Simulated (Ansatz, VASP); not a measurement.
**LiCl in VASP and in Ansatz**

The input INCAR:

```
PREC = Accurate ; ENCUT = 520
EDIFF = 1E-7 ; ISMEAR = 0
SIGMA = 0.05 ; LREAL = F
LASPH = T ; NELM = 60
ALGO = Normal ; ISIF = 2
LWAVE = F ; LCHARG = T
GGA = PS ; LELF = T
LVHAR = T ; NBANDS = 18
```

The input KPOINTS:

```
regular mesh
0
Gamma
  9 9 4
```

Contents of POSCAR:

```
LiCl
1.0
    3.6108916317      0.0000000000      0.0000000000
   -1.8054458159      3.1271238833      0.0000000000
    0.0000000000      0.0000000000      5.8485881200
Li Cl
2 2
Direct
    0.6666666667      0.3333333333      0.8760170000
    0.3333333333      0.6666666667      0.3760170000
    0.6666666667      0.3333333333      0.4989840000
    0.3333333333      0.6666666667      0.9989840000
```

Input for Ansatz:

```yaml
crystal:
  lattice:
    - [3.6108916317, 0.0, 0.0]
    - [-1.8054458159, 3.1271238833, 0.0]
    - [0.0, 0.0, 5.84858812]
  atoms:
    - { symbol: Li, position: [0.6666666667, 0.3333333333, 0.876017] }
    - { symbol: Li, position: [0.3333333333, 0.6666666667, 0.376017] }
    - { symbol: Cl, position: [0.6666666667, 0.3333333333, 0.498984] }
    - { symbol: Cl, position: [0.3333333333, 0.6666666667, 0.998984] }
basis:
  ecutwfc: 420
kpoints:
  mp_grid: { grid: [9, 9, 4] }
hamiltonian:
  xc: pbesol
scf:
  occupations: { method: gaussian, width: 0.05 }
output:
  forces: true
  stress: true
  eigenvalues: true
  write_density: true
  write_potential: true
  elf: true
  volumetric_format: npy
```

Change from the starting cell: strain -0.080 along x and y, -0.080 along z, atoms carried along.

Alike in both runs: task single point; functional PBEsol; k mesh 9 × 9 × 4; occupations gaussian, width 0.05 eV; no spin polarisation.

|  | VASP | Ansatz |
| --- | --- | --- |
| version | VASP 6.6.1 | Ansatz 0.2.0 |
| potentials or method | VASP PAW PBE potentials, release 64 (Li_sv, Cl), cutoff 520 eV | scalar-relativistic, plane waves, PAW |
| valence electrons in the cell | 20 | 20 |

|  | VASP | Ansatz | Ansatz less VASP |
| --- | --- | --- | --- |
| gap on the k mesh at the Fermi level (eV) | 6.64 | 6.64 | -0.001 |
| least direct gap on the mesh (eV) | 6.64 | 6.64 | -0.001 |
| rms of the force components (eV/Å) | 0.016 | 0.016 | -0.0003 |

VASP's potentials were made for PBE, not for PBEsol. Atom by atom the forces differ by 0.000 eV/Å (rms over components). With one functional, cell and mesh, what is left measures potentials, basis and numerics.

Noted on VASP's run: the cutoff is short for stress, so the pressure is rough.
